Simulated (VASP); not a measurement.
# Bi (Im-3m) in VASP: further runs

Aim: see how the results for Bi move with the level of theory and the settings. Levels: RPBE, PBE, revPBE. Tasks: single point.

All numbers are computed with VASP 6.6.1; they aren't measurements. Logs are shortened: lines on timing, memory, paths and dates and some standing lists are left out, and cuts for length are marked.

### Step 1. The cell of the first run

It takes space group Im-3m (No. 229, cubic). The conventional cell has a = 3.963 Å, b = 3.963 Å, c = 3.963 Å, α = 90.00°, β = 90.00°, γ = 90.00°. Bi (site symmetry m-3m) has 14 Bi at 3.43 to 3.96 Å within 4.5 Å.

### Step 2. Single point, RPBE

INCAR

```
PREC = Accurate
ENCUT = 520
EDIFF = 1E-7
ISMEAR = 0
SIGMA = 0.1
LREAL = F
LASPH = T
NELM = 100
ALGO = Fast
ISIF = 2
LWAVE = F
LCHARG = F
GGA = RP
NBANDS = 14
```

KPOINTS

```
regular mesh
0
Gamma
  9 9 9
```

POSCAR

```
Bi
1.0
   -1.9814305318      1.9814305318      1.9814305318
    1.9814305318     -1.9814305318      1.9814305318
    1.9814305318      1.9814305318     -1.9814305318
Bi
1
Direct
    0.0000000000      0.0000000000      0.0000000000
```

Potentials or basis: VASP PAW PBE potentials, release 64 (Bi_d).

Command:

```sh
> cat potpaw_PBE.64/Bi_d/POTCAR > POTCAR
> mpirun -np 1 vasp_std > vasp.out
```

OUTCAR:

```text
PREC = Accurate
   ENCUT = 520
   EDIFF = 1E-7
   ISMEAR = 0
   LREAL = F
   LASPH = T
   NELM = 100
   ISIF = 2
   GGA = RP

 ion  position               nearest neighbor table
   1  0.000  0.000  0.000-

  LATTYP: Found a body centered cubic cell.
 ALAT       =     3.9628610636

  Lattice vectors:

 A1 = (  -1.9814305318,   1.9814305318,   1.9814305318)
 A2 = (   1.9814305318,  -1.9814305318,   1.9814305318)
 A3 = (   1.9814305318,   1.9814305318,  -1.9814305318)

Analysis of symmetry for initial positions (statically):
=====================================================================
 Subroutine PRICEL returns:
 Original cell was already a primitive cell.

 Routine SETGRP: Setting up the symmetry group for a
 body centered cubic supercell.

 Subroutine GETGRP returns: Found 48 space group operations
 (whereof 48 operations were pure point group operations)
 out of a pool of 48 trial point group operations.

The static configuration has the point symmetry O_h .

Analysis of symmetry for dynamics (positions and initial velocities):
=====================================================================
 Subroutine PRICEL returns:
 Original cell was already a primitive cell.

 Routine SETGRP: Setting up the symmetry group for a
 body centered cubic supercell.

 Subroutine GETGRP returns: Found 48 space group operations
 (whereof 48 operations were pure point group operations)
 out of a pool of 48 trial point group operations.

The dynamic configuration has the point symmetry O_h .

 Subroutine INISYM returns: Found 48 space group operations
 (whereof 48 operations are pure point group operations),
 and found     1 'primitive' translations

----------------------------------------------------------------------------------------

                                     Primitive cell

  volume of cell :      31.1169

  direct lattice vectors                    reciprocal lattice vectors
    -1.981430532  1.981430532  1.981430532     0.000000000  0.252342937  0.252342937
     1.981430532 -1.981430532  1.981430532     0.252342937  0.000000000  0.252342937
     1.981430532  1.981430532 -1.981430532     0.252342937  0.252342937  0.000000000

  length of vectors
     3.431938353  3.431938353  3.431938353     0.356866804  0.356866804  0.356866804

  position of ions in fractional coordinates (direct lattice)
     0.000000000  0.000000000  0.000000000

  ion indices of the primitive-cell ions
[... 83 lines left out ...]
   TEBEG  =    0.0;   TEEND  =   0.0 temperature during run
   PSTRESS=    0.0 pullay stress
   NELECT =      15.0000    total number of electrons
   NUPDOWN=      -1.0000    fix difference up-down
   EMIN   =  10.00;   EMAX   =-10.00  energy-range for DOS
   EFERMI =   0.00;   METHOD = LEGACY
   ISMEAR =     0;   SIGMA  =   0.10  broadening in eV -4-tet -1-fermi 0-gaus
   EFERMI_NEDOS =   21; number of points for ismear=-14 and -15
   IALGO  =     68    algorithm
   IMIX   =      4    mixing-type and parameters
     AMIX     =   0.40;   BMIX     =  1.00
     AMIX_MAG =   1.60;   BMIX_MAG =  1.00
  volume/ion in A,a.u.               =      31.12       209.99
  Fermi-wavevector in a.u.,A,eV,Ry     =   1.283630  2.425708 22.418388  1.647705
  Thomas-Fermi vector in A             =   2.415871
   LORBIT       =      0    0 simple, 1 ext, 2 COOP (PROOUT), +10 PAW based schemes
   GGA     = RP    functional components
   LHFCALC =     F    Hartree Fock is set to
   AEXX    =    0.0000 exact exchange contribution
   IVDW    =     0    specifies the selected vdW correction
   LEPSILON=     F    determine dielectric tensor
   LRPA    =     F    only Hartree local field effects (RPA)
 non-spin polarized calculation
 RMM-DIIS sequential band-by-band and
 Gauss-broadening in eV      SIGMA  =   0.10
  energy-cutoff  :      520.00
  volume of cell :       31.12
 maximum number of plane-waves:       887
 NGX is ok and might be reduce to    28
   NGX = 13   NGY = 13   NGZ = 13

 number of electron      14.9999994 magnetization

 Free energy of the ion-electron system (eV)
  ---------------------------------------------------
  ext. energy  EPLUGINS =         0.00000000
  ---------------------------------------------------
  free energy    TOTEN  =        -3.36911553 eV

  energy without entropy =       -3.36626643  energy(sigma->0) =       -3.36769098

 E-fermi :   8.0580     XC(G=0): -10.2119

 val. band max:        8.0284973114   @ k =   0.2222   0.0000   0.0000
 cond. band min:       8.0597257952   @ k =  -0.2222   0.2222   0.1111
 fundamental gap:      0.0312284838
 Fermi energy:         8.0579529952

 k-point     1 :       0.0000    0.0000    0.0000
  band No.  band energies     occupation
      1     -15.0700      2.00000
      2     -15.0700      2.00000
      3     -15.0700      2.00000
      4     -14.9437      2.00000
      5     -14.9437      2.00000
      6      -5.4792      2.00000
      7      13.1779      0.00000
      8      13.1779      0.00000
      9      13.1779      0.00000
     10      17.1441      0.00000
     11      18.4771      0.00000
     12      18.4771      0.00000
     13      18.4771      0.00000
     14      19.6900      0.00000
[... 377 lines left out ...]
      1     -15.0593      2.00000
      2     -15.0264      2.00000
      3     -14.9840      2.00000
      4     -14.9470      2.00000
      5     -14.8729      2.00000
      6      -2.0006      2.00000
      7       3.6600      2.00000
      8       7.1879      2.00000
      9      10.6827      0.00000
     10      15.4069      0.00000
     11      16.8624      0.00000
     12      17.9248      0.00000
     13      19.3968      0.00000
     14      25.7116      0.00000

 [... further k-points ...]

------------------------ aborting loop because EDIFF is reached ----------------------------------------

  FORCE on cell =-STRESS in cart. coord.  units (eV):
  Direction    XX          YY          ZZ          XY          YZ          ZX
  --------------------------------------------------------------------------------------
  -------------------------------------------------------------------------------------
  Total        0.4352904      0.4352904      0.4352904     -0.0000000      0.0000000     -0.0000000
  in kB       22.4126470     22.4126470     22.4126470     -0.0000000      0.0000000     -0.0000000
  external PRESSURE =      22.4126470 kB  Pullay stress =       0.0000000 kB

 VOLUME and BASIS-vectors are now :
 -----------------------------------------------------------------------------
  energy-cutoff  :      520.00
  volume of cell :       31.12
      direct lattice vectors                 reciprocal lattice vectors
    -1.981430532  1.981430532  1.981430532     0.000000000  0.252342937  0.252342937
     1.981430532 -1.981430532  1.981430532     0.252342937  0.000000000  0.252342937
     1.981430532  1.981430532 -1.981430532     0.252342937  0.252342937  0.000000000

 POSITION                                       TOTAL-FORCE (eV/Angst)
 -----------------------------------------------------------------------------------
      0.00000      0.00000      0.00000         0.000000      0.000000      0.000000
 -----------------------------------------------------------------------------------
    total drift:                               -0.000000     -0.000000     -0.000000

  FREE ENERGIE OF THE ION-ELECTRON SYSTEM (eV)
  ---------------------------------------------------
  free  energy   TOTEN  =        -3.3691155254 eV

  energy  without entropy=       -3.3662664258  energy(sigma->0) =       -3.36769098
```

OSZICAR:

```text
N       E                     dE             d eps       ncg     rms          rms(c)
DAV:   1     0.114509971219E+03    0.11451E+03   -0.76349E+03   998   0.122E+03
DAV:   2     0.321358841243E+01   -0.11130E+03   -0.10739E+03  1070   0.338E+02
DAV:   3    -0.321057480693E+01   -0.64242E+01   -0.64037E+01  1258   0.787E+01
DAV:   4    -0.336148692280E+01   -0.15091E+00   -0.15088E+00  1238   0.129E+01
DAV:   5    -0.336815104770E+01   -0.66641E-02   -0.66639E-02  1354   0.250E+00    0.459E-01
RMM:   6    -0.336774065149E+01    0.41040E-03   -0.54906E-03  1170   0.852E-01    0.291E-01
RMM:   7    -0.336886707770E+01   -0.11264E-02   -0.59032E-03  1129   0.795E-01    0.770E-02
RMM:   8    -0.336907328937E+01   -0.20621E-03   -0.14574E-03  1350   0.502E-01    0.163E-02
RMM:   9    -0.336910583039E+01   -0.32541E-04   -0.37525E-04  1489   0.194E-01    0.108E-02
RMM:  10    -0.336911126702E+01   -0.54366E-05   -0.84314E-05  1358   0.118E-01    0.310E-03
RMM:  11    -0.336911494120E+01   -0.36742E-05   -0.32336E-05  1609   0.533E-02    0.215E-03
RMM:  12    -0.336911545171E+01   -0.51052E-06   -0.45647E-06  1577   0.186E-02    0.214E-03
RMM:  13    -0.336911552540E+01   -0.73687E-07   -0.61721E-07  1010   0.650E-03
   1 F= -.33691155E+01 E0= -.33676910E+01  d E =-.284910E-02
```

Wall time 15 s (1 thread of Intel Xeon Platinum 8375C at 2.90GHz (Ice Lake), shared host); peak memory 0.16 GiB.

Results:

```
Free energy : -3.3691 eV
Pressure    : 2.2 GPa
```

Caveat: the PAW data sets were made with another functional, which shifts forces and pressure a little; spin-orbit coupling is left out, which moves the levels of the heavy elements.

### Step 3. Single point, PBE

INCAR

```
ALGO     = Normal         # electronic algorithm
EDIFF    = 1E-7           # SCF threshold, eV
ENCUT    = 520            # plane-wave cutoff, eV
GGA      = PE             # functional
ISIF     = 2              # what is computed and relaxed
ISMEAR   = -1             # smearing method
LASPH    = T              # aspherical terms in the spheres
LCHARG   = F              # write CHGCAR
LREAL    = F              # projectors in reciprocal space
LWAVE    = F              # write WAVECAR
NBANDS   = 14             # bands
NELM     = 80             # most SCF steps
PREC     = Accurate       # precision mode
SIGMA    = 0.02           # smearing width, eV
```

KPOINTS

```
k-points
0
Gamma
  4 4 4
```

POSCAR is that of step 2.

Potentials or basis: VASP PAW PBE potentials, release 64 (Bi_d).

Command:

```sh
> cat potpaw_PBE.64/Bi_d/POTCAR > POTCAR
> mpirun -np 1 vasp_std > vasp.out
```

It took 3.2 s on 1 thread of Intel Xeon 6975P-C, shared host; peak memory 0.15 GiB.

Results (log left out):

- Free energy: -3.6150 eV
- Pressure: 2.3 GPa

Levels at points of the mesh, in eV from the Fermi level:
```
           k point  band 3  band 4  band 5  band 6  band 7  band 8  band 9  band 10  band 11  band 12
(0.00, 0.00, 0.00)  -22.53  -22.40  -22.40  -13.01    5.63    5.63    5.63     9.62    10.98    10.98
(0.50, 0.00, 0.00)  -22.41  -22.40  -22.32   -9.97   -4.56    2.09    3.96     6.47     8.08    12.90
(0.50, 0.50, 0.50)  -22.34  -22.34  -22.34   -7.86   -1.29   -1.29   -1.29     4.03     4.03    15.87
```

Caveat: the k points lie up to 0.56 Å⁻¹ apart; spin-orbit coupling is left out, which moves the levels of the heavy elements.

### Step 4. Single point, PBE

INCAR

```
ALGO = Normal
EDIFF = 1E-6
ENCUT = 520
GGA = PE
ISIF = 2
ISMEAR = 0
LASPH = T
LCHARG = F
LREAL = F
LWAVE = F
NBANDS = 14
NELM = 100
PREC = Accurate
SIGMA = 0.025
```

KPOINTS

```
k-points
0
Gamma
  9 9 9
```

POSCAR is that of step 3.

Command:

```sh
> cat potpaw_PBE.64/Bi_d/POTCAR > POTCAR
> mpirun -np 1 vasp_std > vasp.out
```

It took 8.5 s on 1 thread of Intel Xeon 6975P-C, shared host; peak memory 0.16 GiB.

The run converged. Its results:

```
Free energy : -3.7672 eV
Pressure    : 0.8 GPa
```

Levels at points of the mesh, in eV from the Fermi level:
| k point | band 4 | band 5 | band 6 | band 7 | band 8 | band 9 | band 10 | band 11 |
| --- | --- | --- | --- | --- | --- | --- | --- | --- |
| (0.00, 0.00, 0.00) | -22.92 | -22.92 | -13.53 | 5.11 | 5.11 | 5.11 | 9.12 | 10.46 |

Caveat: spin-orbit coupling is left out, which moves the levels of the heavy elements.

### Step 5. Single point, revPBE

INCAR

```
  ALGO = Normal
  EDIFF = 1E-6
  ENCUT = 520
  GGA = RE
  ISIF = 2
  ISMEAR = -1
  LASPH = T
  LCHARG = F
  LREAL = F
  LWAVE = F
  NBANDS = 14
  NELM = 80
  PREC = Accurate
  SIGMA = 0.05
```

KPOINTS is that of step 4.

POSCAR is that of step 4.

Command:

```sh
> cat potpaw_PBE.64/Bi_d/POTCAR > POTCAR
> mpirun -np 1 vasp_std > vasp.out
```

It took 8.8 s on 1 thread of Intel Xeon 6975P-C, shared host; peak memory 0.16 GiB.

It converged, with:

| Property | Result |
| --- | --- |
| Free energy | -3.4330 eV |
| Pressure | 1.8 GPa |

Levels at points of the mesh, in eV from the Fermi level:
```csv
k point,band 5,band 6,band 7,band 8,band 9,band 10
"(0.00, 0.00, 0.00)",-22.98,-13.54,5.11,5.11,5.11,9.09
```

Caveat: the PAW data sets were made with another functional, which shifts forces and pressure a little; spin-orbit coupling is left out, which moves the levels of the heavy elements.

### Step 6. Overview

| level | k mesh | smearing | gap on the mesh (eV) | pressure (GPa) |
| --- | --- | --- | --- | --- |
| RPBE | 9 × 9 × 9 | gaussian 0.1 eV | none | 2.2 |
| PBE | 4 × 4 × 4 | fermi-dirac 0.02 eV | none | 2.3 |
| PBE | 9 × 9 × 9 | gaussian 0.025 eV | none | 0.8 |
| revPBE | 9 × 9 × 9 | fermi-dirac 0.05 eV | none | 1.8 |

Alike in all rows: task single point; potentials or basis VASP PAW PBE potentials, release 64 (Bi_d); no spin polarisation; cell as given; cutoff (eV) 520.

Caveats: some runs use coarse meshes; spin-orbit coupling is left out, which moves the levels of the heavy elements; the PAW data sets were made with another functional, which shifts forces and pressure a little (some runs).

Total energies depend on the potentials used, so only differences within one code and one set of settings carry meaning.
